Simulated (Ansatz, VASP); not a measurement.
# One calculation of KCl, two programs

```xyz
2
Lattice="-0.0288 3.1828 3.1969 3.1657 0.0014 3.1667 3.1685 3.1553 -0.0014" Properties=species:S:1:pos:R:3 pbc="T T T"
K     0.0179    0.0573    0.0043
Cl    3.1348    3.1125    3.1768
```

Change from the starting cell: all atoms moved at random, cell strained at random.

Alike in both runs: task single point; functional PBE; k mesh 6 × 6 × 6; occupations gaussian, width 0.02 eV; no spin polarisation.

```csv
,VASP,Ansatz
version,VASP 6.6.1,Ansatz 0.2.0
potentials or method,"VASP PAW PBE potentials, release 64 (K_sv, Cl), cutoff 520 eV","scalar-relativistic, plane waves, PAW"
valence electrons in the cell,16,16
```

```csv
,VASP,Ansatz,Ansatz less VASP
gap on the k mesh at the Fermi level (eV),5.08,5.08,+0.002
least direct gap on the mesh (eV),5.08,5.08,+0.002
pressure (GPa),0.3,0.3,-0.02
"traceless stress, the component that is largest in VASP (GPa)",0.29,0.29,-0.006
rms of the force components (eV/Å),0.088,0.086,-0.0016
```

Atom by atom the forces differ by 0.002 eV/Å (rms over components).
